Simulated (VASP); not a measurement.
Crystal: Sr.

```xyz
2
Lattice="0.0000 4.1367 4.1367 4.1367 0.0000 4.1367 4.1367 4.1367 0.0000" Properties=species:S:1:pos:R:3 pbc="T T T"
Sr    0.0000    0.0000    0.0000
Sr    2.0684    2.0684    2.0684
```

This isn't the form of Sr at room conditions, which is fcc.

| Property | Result |
| --- | --- |
| Program | VASP 6.6.1 |
| Task | relaxation of cell and atoms |
| Functional | PBEsol |
| Potentials or basis | VASP PAW PBE potentials, release 64 (Sr_sv) |
| Cutoff | 600 eV |
| k mesh | 10 × 10 × 10 |
| Occupations | gaussian, width 0.1 eV |
| Spin | no spin polarisation |

At the start: pressure 1.3 GPa; volume 70.79 Å³/atom.

Task: How do energy, volume and symmetry change on relaxing?

Result: Over 4 steps the energy falls by 124.9 meV/atom and the volume is 103.26 Å³/atom (+45.9 %); space group Fd-3m (No. 227, to 0.1 Å) before and after.

The path:
| step | energy change (eV) | largest force (eV/Å) | pressure (GPa) | volume (Å³) |
| --- | --- | --- | --- | --- |
| 1 | 0.0000 | 0.0000 | 1.28 | 141.58 |
| 2 | -0.0861 | 0.0000 | 1.04 | 153.49 |
| 3 | -0.2394 | 0.0000 | 0.19 | 193.17 |
| 4 | -0.2499 | 0.0000 | 0.01 | 206.51 |

Final structure:
```xyz
2
Lattice="0.0000 4.6914 4.6914 4.6914 0.0000 4.6914 4.6914 4.6914 0.0000" Properties=species:S:1:pos:R:3 pbc="T T T"
Sr    9.3829    9.3829    9.3829
Sr    2.3457    2.3457    2.3457
```

Caveat: the volume moved by over 15 % at a fixed basis, so the end points are rough; the PAW data sets were made with another functional, which shifts forces and pressure a little.
